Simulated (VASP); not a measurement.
A run of VASP 6.6.1 is set up as follows.

The input INCAR:

```
SYSTEM = KPd2Se2I
PREC = Accurate ; ENCUT = 600
EDIFF = 1E-7 ; ISMEAR = 0
SIGMA = 0.15 ; LREAL = .FALSE.
LASPH = .TRUE. ; NELM = 80
ALGO = Normal ; ISIF = 3
LWAVE = .FALSE. ; LCHARG = .FALSE.
GGA = PE ; IBRION = 2
NSW = 36 ; EDIFFG = -0.08
```

File KPOINTS:

```
Automatic mesh
0
G
  2 2 3
  0 0 0
```

POSCAR

```
KPd2Se2I
1.0
    3.4249315400     -5.9299119000      0.0000000000
    3.4249315400      5.9299119000      0.0000000000
    0.0000000000      0.0000000000      3.8857390900
K Pd Se I
1 2 2 1
Direct
    0.5000000000      0.5000000000      0.0000000000
    0.0000000000      0.5000000000      0.5000000000
    0.5000000000      0.0000000000      0.5000000000
    0.1669560000      0.8330440000      0.0000000000
    0.8330440000      0.1669560000      0.0000000000
    0.0000000000      0.0000000000      0.5000000000
```

Potentials or basis: VASP PAW PBE potentials, release 64 (K_sv, Pd, Se, I).

Command:

```bash
$ cat potpaw_PBE.64/K_sv/POTCAR potpaw_PBE.64/Pd/POTCAR potpaw_PBE.64/Se/POTCAR potpaw_PBE.64/I/POTCAR > POTCAR
$ mpirun -np 1 vasp_std > vasp.out
```

Question: Predict the relaxed volume.

Answer: 31.04 Å³/atom.

Question: What does it give for the relaxed cell?

Answer: a = 9.491 Å, b = 9.491 Å, c = 3.702 Å, α = 90.00°, β = 90.00°, γ = 146.04°.

Question: What does it give for the band gap on the k mesh?

Answer: 0.22 eV (least direct gap 0.25 eV).

Stress tensor (GPa, compression positive):
```
-0.06  0.00  0.00
 0.00  0.41  0.00
 0.00  0.00  0.31
```

Caveat: the k points lie up to 0.59 Å⁻¹ apart in the final cell; the volume moved by over 15 % at a fixed basis, so the end points are rough; spin-orbit coupling is left out, which moves the levels of the heavy elements; an odd mesh through Γ misses points on the zone boundary, where band edges can lie.
